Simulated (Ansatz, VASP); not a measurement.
BN: VASP beside Ansatz

```
CELL_PARAMETERS angstrom
2.78310 0.00000 0.00000
-1.39155 2.41024 0.00000
0.00000 0.00000 4.38456
ATOMIC_POSITIONS crystal
B 0.33333 0.66667 0.95161
B 0.66667 0.33333 0.45161
N 0.33333 0.66667 0.42339
N 0.66667 0.33333 0.92339
```

Alike in both runs: task single point; functional PBEsol; k mesh 9 × 9 × 6; occupations gaussian, width 0.02 eV; no spin polarisation.

|  | VASP | Ansatz |
| --- | --- | --- |
| version | VASP 6.6.1 | Ansatz 0.2.0 |
| potentials or method | VASP PAW PBE potentials, release 64 (B, N), cutoff 600 eV | scalar-relativistic, plane waves, PAW |
| valence electrons in the cell | 16 | 16 |

VASP gave:

| Quantity | Value |
| --- | --- |
| gap on the k mesh at the Fermi level (eV) | 2.88 |
| least direct gap on the mesh (eV) | 4.20 |
| pressure (GPa) | -47.5 |
| traceless stress, the component that is largest in VASP (GPa) | 58.09 |
| rms of the force components (eV/Å) | 0.781 |

Which values does Ansatz return?

gap on the k mesh at the Fermi level (eV): 2.88; least direct gap on the mesh (eV): 4.20; pressure (GPa): -47.5; traceless stress, the component that is largest in VASP (GPa): 58.30; rms of the force components (eV/Å): 0.779.

VASP's potentials were made for PBE, not for PBEsol. Atom by atom the forces differ by 0.002 eV/Å (rms over components). Both programs put the cell under strong tension, so it lies far from rest at this level. With one functional, cell and mesh, what is left measures potentials, basis and numerics.

Noted on VASP's run: the cell as given lies far from equilibrium.
